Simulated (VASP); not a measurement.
# K3Mg4SiF12 (a cell with a defect) in VASP: a series of runs

The runs below take K3Mg4SiF12 (a cell with a defect) through single point, with PBEsol, r2SCAN.

All numbers are computed with VASP 6.6.1; they aren't measurements. Logs are shortened: lines on timing, memory, paths and dates and some standing lists are left out, and cuts for length are marked.

### 1 The cell of the first run

The cell holds a defect, 40 atoms: a = 7.983 Å, b = 7.983 Å, c = 7.983 Å, α = 90.00°, β = 90.00°, γ = 90.00°.

### 2 Single point, PBEsol

INCAR reads:

```
SYSTEM = K3Mg4SiF12
ALGO     = Normal         ! electronic algorithm
EDIFF    = 1E-6           ! SCF threshold, eV
ENCUT    = 520            ! plane-wave cutoff, eV
GGA      = PS             ! functional
ISIF     = 2              ! what is computed and relaxed
ISMEAR   = -1             ! smearing method
ISYM     = 0            
LASPH    = .True.         ! aspherical terms in the spheres
LCHARG   = .False.        ! write CHGCAR
LREAL    = Auto         
LWAVE    = .False.        ! write WAVECAR
NBANDS   = 149            ! bands
NELM     = 80             ! most SCF steps
PREC     = Accurate       ! precision mode
SIGMA    = 0.05           ! smearing width, eV
```

KPOINTS reads:

```
Automatic mesh
0
Gamma
  1 1 1
  0.25 0.25 0.25
```

POSCAR reads:

```
K3Mg4SiF12
1.0
    7.9825440000      0.0000000000      0.0000000000
    0.0000000000      7.9825440000      0.0000000000
    0.0000000000      0.0000000000      7.9825440000
K Si Mg F
6 2 8 24
Direct
    0.9877300000      0.9975740000      0.9887080000
    0.9967780000      0.4967910000      0.0008630000
    0.9779220000      0.4967340000      0.4992480000
    0.5176300000      0.9962480000      0.9973280000
    0.5303920000      0.0049260000      0.4995030000
    0.5152950000      0.4941500000      0.9991010000
    0.0542270000      0.0272930000      0.4389550000
    0.4374520000      0.5628530000      0.5370980000
    0.2587380000      0.2576310000      0.2372780000
    0.2567460000      0.2389450000      0.7548210000
    0.2597260000      0.7341170000      0.2602760000
    0.2447770000      0.7574250000      0.7553580000
    0.7483870000      0.2494570000      0.2515100000
    0.7518050000      0.2473530000      0.7424740000
    0.7522880000      0.7476720000      0.2503860000
    0.7587890000      0.7419140000      0.7457270000
    0.2547280000      0.2659750000      0.9974690000
    0.2189000000      0.1952500000      0.4927670000
    0.2519330000      0.7312780000      0.0044870000
    0.1864020000      0.8793860000      0.5164910000
    0.7531320000      0.2450140000      0.9982450000
    0.7593600000      0.2456810000      0.4966870000
    0.7543770000      0.7475900000      0.9972110000
    0.7383980000      0.7415460000      0.4987270000
    0.0060280000      0.2576750000      0.2434530000
    0.0086620000      0.2480230000      0.7531810000
    0.0068440000      0.7424190000      0.2588690000
    0.0046700000      0.7345380000      0.7558500000
    0.4973750000      0.2249840000      0.2422630000
    0.5017710000      0.2291800000      0.7572550000
    0.5017670000      0.7677860000      0.2328460000
    0.5003860000      0.7195080000      0.7446110000
    0.2059110000      0.0055880000      0.2501810000
    0.2627700000      0.9966490000      0.7938870000
    0.2508790000      0.4927410000      0.2548320000
    0.2645530000      0.4917860000      0.7228590000
    0.7538460000      0.9976460000      0.2371700000
    0.7463030000      0.9907480000      0.7529700000
    0.7537780000      0.4984250000      0.2367600000
    0.7665850000      0.4946080000      0.7631940000
```

Potentials or basis: VASP PAW PBE potentials, release 64 (K_sv, Si, Mg, F).

On the command line:

```bash
$ cat potpaw_PBE.64/K_sv/POTCAR potpaw_PBE.64/Si/POTCAR potpaw_PBE.64/Mg/POTCAR potpaw_PBE.64/F/POTCAR > POTCAR
$ mpirun -np 1 vasp_std > vasp.out
```

OUTCAR:

```text
SYSTEM = K3Mg4SiF12
   EDIFF = 1E-6
   ENCUT = 520
   GGA = PS
   ISIF = 2
   ISMEAR = -1
   ISYM = 0
   LASPH = .True.
   LREAL = Auto
   NELM = 80
   PREC = Accurate

 ion  position               nearest neighbor table
   1  0.988  0.998  0.989-  34 2.69  38 2.69  33 2.72  21 2.72  37 2.72  23 2.73  26 2.75  28 2.81
                            16 3.36  12 3.37  14 3.37  10 3.44  15 3.45  13 3.48   9 3.60  11 3.72
   2  0.997  0.497  0.001-  40 2.64  39 2.70  25 2.72  28 2.73  17 2.76  19 2.77  23 2.78  21 2.80
                            26 2.80  27 2.84   9 3.40  16 3.40  15 3.43  13 3.44  14 3.47  12 3.48
   3  0.978  0.497  0.499-  22 2.66  40 2.70  24 2.73  27 2.75  39 2.76  28 2.80  25 2.80  26 2.85
                            16 3.28  14 3.32  13 3.34  15 3.35  11 3.51   9 3.61  12 3.61  10 3.65
   4  0.518  0.996  0.997-  34 2.60  31 2.62  38 2.67  30 2.67  29 2.68  37 2.69  21 2.73  23 2.74
                            15 3.40  13 3.41  14 3.41  10 3.44  16 3.44  12 3.48   9 3.51  11 3.61
   5  0.530  0.005  0.500-  22 2.65  38 2.66  24 2.68  29 2.72  30 2.74  37 2.75  31 2.86  14 3.26
                            13 3.28  15 3.36  16 3.41  10 3.52  11 3.60   9 3.63  12 3.64
   6  0.515  0.494  0.999-  39 2.69  32 2.72  21 2.75  40 2.75  17 2.76  23 2.78  19 2.83  13 3.37
                             9 3.37  14 3.41  15 3.42  16 3.43  11 3.49  10 3.49  12 3.59
   7  0.054  0.027  0.439-  20 1.70  18 1.93  33 1.94  25 2.44   9 2.94  11 3.19  13 3.37
   8  0.437  0.563  0.537-  36 2.10  32 2.14  12 2.80  11 2.96  16 3.38
   9  0.259  0.258  0.237-  35 1.88  17 1.92  29 1.92  25 2.02  33 2.06  18 2.12   7 2.94   6 3.37
                             2 3.40   4 3.51   1 3.60   3 3.61   5 3.63
  10  0.257  0.239  0.755-  17 1.95  30 1.96  34 1.96  26 1.98  36 2.04  18 2.14   1 3.44   4 3.44
                             6 3.49   2 3.52   5 3.52   3 3.65
  11  0.260  0.734  0.260-  35 1.93  31 1.96  27 2.02  19 2.04  33 2.21  20 2.42   8 2.96   7 3.19
                             6 3.49   2 3.50   3 3.51   5 3.60   4 3.61   1 3.72
  12  0.245  0.757  0.755-  28 1.93  34 1.94  19 2.00  32 2.06  36 2.14  20 2.19   8 2.80   1 3.37
                             2 3.48   4 3.48   6 3.59   3 3.61   5 3.64
  13  0.748  0.249  0.252-  22 1.96  39 1.99  37 2.01  29 2.01  21 2.02  25 2.06   5 3.28   3 3.34
                             6 3.37   7 3.37   4 3.41   2 3.44   1 3.48
  14  0.752  0.247  0.742-  22 1.96  40 1.98  30 2.00  21 2.04  38 2.05  26 2.05   5 3.26   3 3.32
                             1 3.37   6 3.41   4 3.41   2 3.47
  15  0.752  0.748  0.250-  24 1.99  39 1.99  37 2.00  31 2.01  23 2.02  27 2.03   3 3.35   5 3.36
                             4 3.40   6 3.42   2 3.43   1 3.45
  16  0.759  0.742  0.746-  28 1.97  24 1.98  40 1.98  38 1.99  23 2.01  32 2.07   3 3.28   1 3.36
                             8 3.38   2 3.40   5 3.41   6 3.43   4 3.44
  17  0.255  0.266  0.997-   9 1.92  10 1.95   2 2.76   6 2.76
  18  0.219  0.195  0.493-   7 1.93   9 2.12  10 2.14
  19  0.252  0.731  0.004-  12 2.00  11 2.04   2 2.77   6 2.83
  20  0.186  0.879  0.516-   7 1.70  12 2.19  11 2.42
  21  0.753  0.245  0.998-  13 2.02  14 2.04   1 2.72   4 2.73   6 2.75   2 2.80
  22  0.759  0.246  0.497-  13 1.96  14 1.96   5 2.65   3 2.66
  23  0.754  0.748  0.997-  16 2.01  15 2.02   1 2.73   4 2.74   6 2.78   2 2.78
  24  0.738  0.742  0.499-  16 1.98  15 1.99   5 2.68   3 2.73
  25  0.006  0.258  0.243-   9 2.02  13 2.06   7 2.44   2 2.72   3 2.80
  26  0.009  0.248  0.753-  10 1.98  14 2.05   1 2.75   2 2.80   3 2.85
  27  0.007  0.742  0.259-  11 2.02  15 2.03   3 2.75   2 2.84
  28  0.005  0.735  0.756-  12 1.93  16 1.97   2 2.73   3 2.80   1 2.81
  29  0.497  0.225  0.242-   9 1.92  13 2.01   4 2.68   5 2.72
  30  0.502  0.229  0.757-  10 1.96  14 2.00   4 2.67   5 2.74
  31  0.502  0.768  0.233-  11 1.96  15 2.01   4 2.62   5 2.86
  32  0.500  0.720  0.745-  12 2.06  16 2.07   8 2.14   6 2.72
  33  0.206  0.006  0.250-   7 1.94   9 2.06  11 2.21   1 2.72
  34  0.263  0.997  0.794-  12 1.94  10 1.96   4 2.60   1 2.69
  35  0.251  0.493  0.255-   9 1.88  11 1.93
  36  0.265  0.492  0.723-  10 2.04   8 2.10  12 2.14
  37  0.754  0.998  0.237-  15 2.00  13 2.01   4 2.69   1 2.72   5 2.75
  38  0.746  0.991  0.753-  16 1.99  14 2.05   5 2.66   4 2.67   1 2.69
  39  0.754  0.498  0.237-  13 1.99  15 1.99   6 2.69   2 2.70   3 2.76
  40  0.767  0.495  0.763-  16 1.98  14 1.98   2 2.64   3 2.70   6 2.75

IMPORTANT INFORMATION: All symmetrisations will be switched off!
NOSYMM: (Re-)initialisation of all symmetry stuff for point group C_1.

----------------------------------------------------------------------------------------

                                     Primitive cell

  volume of cell :     508.6558

  direct lattice vectors                    reciprocal lattice vectors
     7.982544000  0.000000000  0.000000000     0.125273346  0.000000000  0.000000000
     0.000000000  7.982544000  0.000000000     0.000000000  0.125273346  0.000000000
     0.000000000  0.000000000  7.982544000     0.000000000  0.000000000  0.125273346

  length of vectors
     7.982544000  7.982544000  7.982544000     0.125273346  0.125273346  0.125273346

  position of ions in fractional coordinates (direct lattice)
     0.987730000  0.997574000  0.988708000
     0.996778000  0.496791000  0.000863000
     0.977922000  0.496734000  0.499248000
     0.517630000  0.996248000  0.997328000
[... 99 lines left out ...]
     0.250000000  0.250000000  0.250000000

 Subroutine IBZKPT returns following result:
 ===========================================

 Found      4 irreducible k-points:

 Following reciprocal coordinates:
            Coordinates               Weight
  0.250000  0.250000  0.250000      2.000000
 -0.250000  0.250000  0.250000      2.000000
 -0.250000 -0.250000  0.250000      2.000000
  0.250000 -0.250000  0.250000      2.000000
   k-points           NKPTS =      4   k-points in BZ     NKDIM =      4   number of bands    NBANDS=    149
   number of dos      NEDOS =    301   number of ions     NIONS =     40
   total plane-waves  NPLWV = 216000
   dimension x,y,z NGX =    60 NGY =   60 NGZ =   60
   dimension x,y,z NGXF=   120 NGYF=  120 NGZF=  120
   ions per type =               6   2   8  24
   NGX,Y,Z   is equivalent  to a cutoff of  12.50, 12.50, 12.50 a.u.
   NGXF,Y,Z  is equivalent  to a cutoff of  24.99, 24.99, 24.99 a.u.
 SYSTEM =  K3Mg4SiF12
   PREC   = accura    normal or accurate (medium, high low for compatibility)
   ISTART =      0    job   : 0-new  1-cont  2-samecut
   ICHARG =      2    charge: 1-file 2-atom 10-const
   ISPIN  =      1    spin polarized calculation?
   LNONCOLLINEAR =      F non collinear calculations
   LSORBIT =      F    spin-orbit coupling
   LASPH  =      T    aspherical Exc in radial PAW
   ENCUT  =  520.0 eV  38.22 Ry    6.18 a.u.  14.84 14.84 14.84*2*pi/ulx,y,z
   NELM   =     80;   NELMIN=  2; NELMDL= -5     # of ELM steps
   EDIFF  = 0.1E-05   stopping-criterion for ELM
   LREAL  =      T    real-space projection
   EDIFFG = 0.1E-04   stopping-criterion for IOM
   NSW    =      0    number of steps for IOM
   IBRION =     -1    ionic relax: 0-MD 1-quasi-New 2-CG
   NFREE  =      0    steps in history (QN), initial steepest desc. (CG)
   ISIF   =      2    stress and relaxation
   ISYM   =      0    0-nonsym 1-usesym 2-fastsym
   POTIM  = 0.5000    time-step for ionic-motion
   TEBEG  =    0.0;   TEEND  =   0.0 temperature during run
   PSTRESS=    0.0 pullay stress
   NELECT =     246.0000    total number of electrons
   NUPDOWN=      -1.0000    fix difference up-down
   EMIN   =  10.00;   EMAX   =-10.00  energy-range for DOS
   EFERMI =   0.00;   METHOD = LEGACY
   ISMEAR =    -1;   SIGMA  =   0.05  broadening in eV -4-tet -1-fermi 0-gaus
   EFERMI_NEDOS =   21; number of points for ismear=-14 and -15
   IALGO  =     38    algorithm
   IMIX   =      4    mixing-type and parameters
     AMIX     =   0.40;   BMIX     =  1.00
     AMIX_MAG =   1.60;   BMIX_MAG =  1.00
  volume/ion in A,a.u.               =      12.72        85.81
  Fermi-wavevector in a.u.,A,eV,Ry     =   1.285026  2.428347 22.467185  1.651292
  Thomas-Fermi vector in A             =   2.417185
   LORBIT       =      0    0 simple, 1 ext, 2 COOP (PROOUT), +10 PAW based schemes
   GGA     = PS    functional components
   LHFCALC =     F    Hartree Fock is set to
   AEXX    =    0.0000 exact exchange contribution
   IVDW    =     0    specifies the selected vdW correction
   LEPSILON=     F    determine dielectric tensor
   LRPA    =     F    only Hartree local field effects (RPA)
 non-spin polarized calculation
  energy-cutoff  :      520.00
  volume of cell :      508.66
 maximum number of plane-waves:     13679
   NGX = 29   NGY = 29   NGZ = 29

 number of electron     246.0000023 magnetization

 Free energy of the ion-electron system (eV)
  ---------------------------------------------------
  ext. energy  EPLUGINS =         0.00000000
  ---------------------------------------------------
  free energy    TOTEN  =      -199.23224109 eV

  energy without entropy =     -199.23221366  energy(sigma->0) =     -199.23222738

 E-fermi :   4.4403     XC(G=0):  -9.9082

 val. band max:        3.8893223096   @ k =  -0.2500   0.2500   0.2500
 cond. band min:       4.9870616439   @ k =  -0.2500   0.2500   0.2500
 fundamental gap:      1.0977393343
 Fermi energy:         4.4402683095

 k-point     1 :       0.2500    0.2500    0.2500
  band No.  band energies     occupation
      1     -26.8564      2.00000
      2     -26.8479      2.00000
      3     -26.8242      2.00000
      4     -26.7829      2.00000
      5     -26.6264      2.00000
      6     -26.5990      2.00000
[... 541 lines left out ...]
    134       8.9548      0.00000
    135       9.1401      0.00000
 [bands above 135 left out]

------------------------ aborting loop because EDIFF is reached ----------------------------------------

  FORCE on cell =-STRESS in cart. coord.  units (eV):
  Direction    XX          YY          ZZ          XY          YZ          ZX
  --------------------------------------------------------------------------------------
  -------------------------------------------------------------------------------------
  Total        1.9665907      5.8885427      3.7590322     -1.1151824     -1.0185569      0.2881370
  in kB        6.1944193     18.5478872     11.8402988     -3.5126309     -3.2082775      0.9075815
  external PRESSURE =      12.1942018 kB  Pullay stress =       0.0000000 kB

 VOLUME and BASIS-vectors are now :
 -----------------------------------------------------------------------------
  energy-cutoff  :      520.00
  volume of cell :      508.66
      direct lattice vectors                 reciprocal lattice vectors
     7.982544000  0.000000000  0.000000000     0.125273346  0.000000000  0.000000000
     0.000000000  7.982544000  0.000000000     0.000000000  0.125273346  0.000000000
     0.000000000  0.000000000  7.982544000     0.000000000  0.000000000  0.125273346

 POSITION                                       TOTAL-FORCE (eV/Angst)
 -----------------------------------------------------------------------------------
      7.88460      7.96318      7.89241         0.012132     -0.002585      0.006198
      7.95682      3.96566      0.00689         0.007455     -0.003430      0.000991
      7.80631      3.96520      3.98527         0.018950     -0.004722      0.001016
      4.13200      7.95259      7.96121        -0.012287      0.002366     -0.000017
      4.23388      0.03932      3.98730        -0.019144     -0.015043     -0.006334
      4.11337      3.94457      7.97537        -0.019437     -0.013345      0.010613
[... 32 lines left out ...]
      6.01707      3.97870      1.88995         0.004788      0.000109      0.005128
      6.11930      3.94823      6.09223        -0.014473      0.012614     -0.016168
 -----------------------------------------------------------------------------------
    total drift:                               -0.022347     -0.023047     -0.002524

  FREE ENERGIE OF THE ION-ELECTRON SYSTEM (eV)
  ---------------------------------------------------
  free  energy   TOTEN  =      -199.2322410917 eV

  energy  without entropy=     -199.2322136616  energy(sigma->0) =     -199.23222738
```

Wall time 6.8 min (1 thread of AMD EPYC 9R45 (Zen 5), shared host); peak memory 0.57 GiB.

What came out:

| Quantity | Value |
| --- | --- |
| Free energy | -199.2322 eV |
| Pressure | 1.2 GPa |
| Largest force | 0.143 eV/Å |
| Band gap on the k mesh | 1.10 eV |

Forces in eV/Å, atoms in the order of the input:
```
K    0.012 -0.003  0.006
K    0.007 -0.003  0.001
K    0.019 -0.005  0.001
K   -0.012  0.002  0.000
K   -0.019 -0.015 -0.006
K   -0.019 -0.013  0.011
Si  -0.118  0.061 -0.020
Si  -0.018  0.017 -0.031
Mg  -0.020  0.017 -0.018
Mg   0.002 -0.013  0.038
Mg  -0.006 -0.009 -0.014
Mg  -0.033  0.009 -0.006
Mg  -0.010  0.000 -0.004
Mg   0.002 -0.015  0.014
Mg  -0.018  0.007  0.007
Mg   0.022 -0.004  0.007
F   -0.010  0.010 -0.009
F    0.029  0.019  0.005
F    0.012  0.006 -0.012
F    0.084 -0.090  0.072
F    0.010  0.006  0.006
F    0.000  0.002 -0.005
F   -0.003 -0.005  0.000
F    0.017  0.003  0.000
F    0.005 -0.010  0.011
F   -0.002  0.000 -0.021
F   -0.004  0.007 -0.001
F   -0.002 -0.002 -0.002
F    0.000 -0.006  0.002
F   -0.001  0.014 -0.012
F    0.000  0.006  0.010
F    0.018  0.028  0.018
F    0.042 -0.010 -0.026
F   -0.002  0.013 -0.017
F    0.015 -0.025  0.007
F   -0.013 -0.013  0.002
F    0.013 -0.005  0.013
F    0.010  0.003 -0.011
F    0.005  0.000  0.005
F   -0.014  0.013 -0.016
```

Stress tensor (GPa, compression positive):
```
 0.62 -0.35  0.09
-0.35  1.85 -0.32
 0.09 -0.32  1.18
```

Caveat: the PAW data sets were made with another functional, which shifts forces and pressure a little.

(Part 1 of 2 ends here.)
